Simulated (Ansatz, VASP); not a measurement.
## C in VASP and in Ansatz

INCAR

```
PREC = Accurate
ENCUT = 520
EDIFF = 1E-6
ISMEAR = 0
SIGMA = 0.1
LREAL = F
LASPH = T
NELM = 80
ALGO = Normal
ISIF = 2
LWAVE = F
LCHARG = F
GGA = PE
NBANDS = 16
```

Contents of KPOINTS:

```
Automatic mesh
0
Gamma
  15 15 6
```

The input POSCAR:

```
C
1.0
    3.1159381366      0.0000000000      0.0000000000
   -1.5579690683      2.6984815829      0.0000000000
    0.0000000000      0.0000000000      8.3284654408
C
4
Direct
    0.0000000000      0.0000000000      0.9547109979
    0.0000000000      0.0000000000      0.4547109979
    0.3333333300      0.6666666700      0.9375890021
    0.6666666700      0.3333333300      0.4375890021
```

Input for Ansatz:

```yaml
crystal:
  lattice:
    - [3.1159381366, 0.0, 0.0]
    - [-1.5579690683, 2.6984815829, 0.0]
    - [0.0, 0.0, 8.3284654408]
  atoms:
    - { symbol: C, position: [0.0, 0.0, 0.9547109979] }
    - { symbol: C, position: [0.0, 0.0, 0.4547109979] }
    - { symbol: C, position: [0.33333333, 0.66666667, 0.9375890021] }
    - { symbol: C, position: [0.66666667, 0.33333333, 0.4375890021] }
basis:
  ecutwfc: 420
kpoints:
  mp_grid: { grid: [15, 15, 6] }
hamiltonian:
  xc: pbe
scf:
  occupations: { method: gaussian, width: 0.1 }
output:
  forces: true
  stress: true
  eigenvalues: true
```

Alike in both runs: task single point; functional PBE; k mesh 15 × 15 × 6; occupations gaussian, width 0.1 eV; no spin polarisation.

|  | VASP | Ansatz |
| --- | --- | --- |
| version | VASP 6.6.1 | Ansatz 0.2.0 |
| potentials or method | VASP PAW PBE potentials, release 64 (C), cutoff 520 eV | scalar-relativistic, plane waves, PAW |
| valence electrons in the cell | 16 | 16 |

|  | VASP | Ansatz | Ansatz less VASP |
| --- | --- | --- | --- |
| gap on the k mesh at the Fermi level (eV) | none | none | - |
| pressure (GPa) | -48.8 | -48.8 | -0.03 |
| traceless stress, the component that is largest in VASP (GPa) | 48.24 | 48.30 | +0.056 |
| rms of the force components (eV/Å) | 0.589 | 0.589 | 0.0000 |

Atom by atom the forces differ by 0.000 eV/Å (rms over components). A gap of «none» marks a metal or a gap that the smearing closes. Both programs put the cell under strong tension, so it lies far from rest at this level. With one functional, cell and mesh, what is left measures potentials, basis and numerics.

Noted on VASP's run: the cell as given lies far from equilibrium.
